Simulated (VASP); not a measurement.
Tl, 2 atoms in the cell. The structure is cubic, space group Fd-3m (No. 227). The conventional cell has a = 7.690 Å, b = 7.690 Å, c = 7.690 Å, α = 90.00°, β = 90.00°, γ = 90.00°. Tl (site symmetry -43m) has 4 Tl at 3.33 Å within 4.4 Å. This isn't the form of Tl at room conditions, which is hcp.

* Program: VASP 6.6.1
* Task: single point
* Functional: BLYP
* Potentials or basis: VASP PAW PBE potentials, release 64 (Tl_d)
* Cutoff: 520 eV
* k mesh: 8 × 8 × 8
* Occupations: fermi-dirac, width 0.1 eV
* Spin: no spin polarisation
* Dipole correction: no
* Further INCAR settings: ALGO = Normal; EDIFF = 1e-06; NBANDS = 20

Potentials or basis: VASP PAW PBE potentials, release 64 (Tl_d).

The run is started by

```console
$ cat potpaw_PBE.64/Tl_d/POTCAR > POTCAR
$ mpirun -np 1 vasp_std > vasp.out
```

Hardware: 1 thread of AMD EPYC 9R45 96-Core Processor (Zen 5) (shared host).

**Question.** How long does it take, and how much memory?

**Answer.** Wall time 39 s on 1 thread of AMD EPYC 9R45 96-Core Processor (Zen 5), with other jobs on the host, peak memory 0.23 GiB. Counts: scf iterations 11, k points 29.
